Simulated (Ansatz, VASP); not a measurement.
## Two plane-wave programs on YAl3N4

File INCAR:

```
PREC = Accurate ; ENCUT = 520
EDIFF = 1E-7 ; ISMEAR = 0
SIGMA = 0.1 ; LREAL = False
LASPH = True ; NELM = 80
ALGO = Normal ; ISIF = 2
LWAVE = False ; LCHARG = True
GGA = PE ; LELF = True
LVHAR = True ; NBANDS = 30
```

The input KPOINTS:

```
regular mesh
0
Gamma
  6 6 2
```

Contents of POSCAR:

```
YAl3N4
1.0
    3.4059072300      0.0000000000      0.0000000000
    0.0000000000      3.4059072300      0.0000000000
    0.0000000000      0.0000000000      9.6333604000
Y Al N
1 3 4
Direct
    0.0000000000      0.0000000000      0.5000000000
    0.0000000000      0.0000000000      0.0000000000
    0.5000000000      0.5000000000      0.2500000000
    0.5000000000      0.5000000000      0.7500000000
    0.0000000000      0.0000000000      0.2500000000
    0.5000000000      0.5000000000      0.5000000000
    0.0000000000      0.0000000000      0.7500000000
    0.5000000000      0.5000000000      0.0000000000
```

Input for Ansatz:

```yaml
crystal:
  lattice:
    - [3.40590723, 0.0, 0.0]
    - [0.0, 3.40590723, 0.0]
    - [0.0, 0.0, 9.6333604]
  atoms:
    - { symbol: "Y", position: [0.0, 0.0, 0.5] }
    - { symbol: Al, position: [0.0, 0.0, 0.0] }
    - { symbol: Al, position: [0.5, 0.5, 0.25] }
    - { symbol: Al, position: [0.5, 0.5, 0.75] }
    - { symbol: "N", position: [0.0, 0.0, 0.25] }
    - { symbol: "N", position: [0.5, 0.5, 0.5] }
    - { symbol: "N", position: [0.0, 0.0, 0.75] }
    - { symbol: "N", position: [0.5, 0.5, 0.0] }
basis:
  ecutwfc: 420
kpoints:
  mp_grid: { grid: [6, 6, 2] }
hamiltonian:
  xc: pbe
scf:
  occupations: { method: gaussian, width: 0.1 }
  lower_state_search: "off"
output:
  forces: true
  stress: true
  eigenvalues: true
```

Alike in both runs: task single point; functional PBE; k mesh 6 × 6 × 2; occupations gaussian, width 0.1 eV; no spin polarisation.

|  | VASP | Ansatz |
| --- | --- | --- |
| version | VASP 6.6.1 | Ansatz 0.2.0 |
| potentials or method | VASP PAW PBE potentials, release 64 (Y_sv, Al, N), cutoff 520 eV | scalar-relativistic, plane waves, PAW |
| valence electrons in the cell | 40 | 40 |

```tsv
	VASP	Ansatz	Ansatz less VASP
gap on the k mesh at the Fermi level (eV)	none	none	-
rms of the force components (eV/Å)	0.436	0.437	+0.0010
```

Atom by atom the forces differ by 0.001 eV/Å (rms over components). A gap of «none» marks a metal or a gap that the smearing closes. The functional is the same, so the differences come from potentials, cutoffs and numerics.
